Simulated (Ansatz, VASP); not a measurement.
**One calculation of HfC, two programs**

```
Hf C
1.0
     3.85144    0.00000    0.00000
    -1.92572    3.33545    0.00000
     0.00000    0.00000    4.64309
Hf C
2 2
Direct
  0.66667 0.33333 0.06659
  0.33333 0.66667 0.56659
  0.66667 0.33333 0.55861
  0.33333 0.66667 0.05861
```

Alike in both runs: task single point; functional PBE; k mesh 12 × 12 × 6; no spin polarisation.

|  | VASP | Ansatz |
| --- | --- | --- |
| version | VASP 6.6.1 | Ansatz 0.2.0 |
| potentials or method | VASP PAW PBE potentials, release 64 (Hf_pv, C), cutoff 520 eV | scalar-relativistic, plane waves, PAW |
| occupations | methfessel-paxton of order 1, width 0.05 eV | cold, width 0.05 eV |
| valence electrons in the cell | 28 | 60 |

```csv
,VASP,Ansatz,Ansatz less VASP
pressure (GPa),-0.5,0.0,+0.52
```

VASP's potentials hold 28 valence electrons a cell and Ansatz's 60, so a difference there can come from the potentials and not from the codes.

Spin-orbit coupling is off throughout.
